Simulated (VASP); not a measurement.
Runs of VASP 6.6.1 on LiCl. The structure is that of space group Fm-3m (No. 225), or close to it. The cells are those of the table. 

| cell | gap on the mesh (eV) |
| --- | --- |
| a = 3.591, b = 3.591, c = 3.555 Å, angles 60.3, 60.3, 59.3°, 2 atoms | (a) |
| a = 3.645, b = 3.645, c = 3.663 Å, angles 59.8, 59.8, 60.3°, 2 atoms | 6.02 |
| a = 3.682, b = 3.682, c = 3.736 Å, angles 59.5, 59.5, 61.0°, 2 atoms | 5.79 |
| a = 3.573, b = 3.573, c = 3.518 Å, angles 60.5, 60.5, 59.0°, 2 atoms | (b) |
| a = 3.609, b = 3.609, c = 3.591 Å, angles 60.2, 60.2, 59.7°, 2 atoms | 6.23 |

Alike in all rows: task single point; level PBEsol; potentials or basis VASP PAW PBE potentials, release 64 (Li_sv, Cl); no spin polarisation; k mesh 8 × 8 × 8; cutoff (eV) 520; smearing gaussian 0.05 eV.

**Question.** Estimate the missing entries.

**Answer.** (a) 6.34; (b) 6.44.

A k mesh can miss the band edges.
